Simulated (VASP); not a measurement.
Crystal: W.

```
W
1.0
    -1.61338    1.61338    1.61338
     1.61338   -1.61338    1.61338
     1.61338    1.61338   -1.61338
W
1
Cartesian
  0.0000 0.0000 0.0000
```

Base run:

```yaml
Program: VASP 6.6.1
Functional: LDA
Potentials_or_basis: VASP PAW LDA potentials, release 64 (W_sv)
Cutoff: 520 eV
k_mesh: 12 × 12 × 12
Occupations: fermi-dirac, width 0.05 eV
Spin: non-collinear spin, zero start, spin-orbit coupling
Starting_moments: "[[0.0, 0.0, 0.0]] μB"
```

Its results: pressure -21.5 GPa; net moment 0.00 μB per cell.

Problem. The run is repeated on the same cell with these changes: functional from LDA to PBEsol; potentials or basis from VASP PAW LDA potentials, release 64 (W_sv) to VASP PAW PBE potentials, release 64 (W_sv). What comes out?

Solution. Pressure -17.5 GPa; net moment 0.00 μB per cell.

Caveats: the PAW data sets were made with another functional, which shifts forces and pressure a little (some runs).
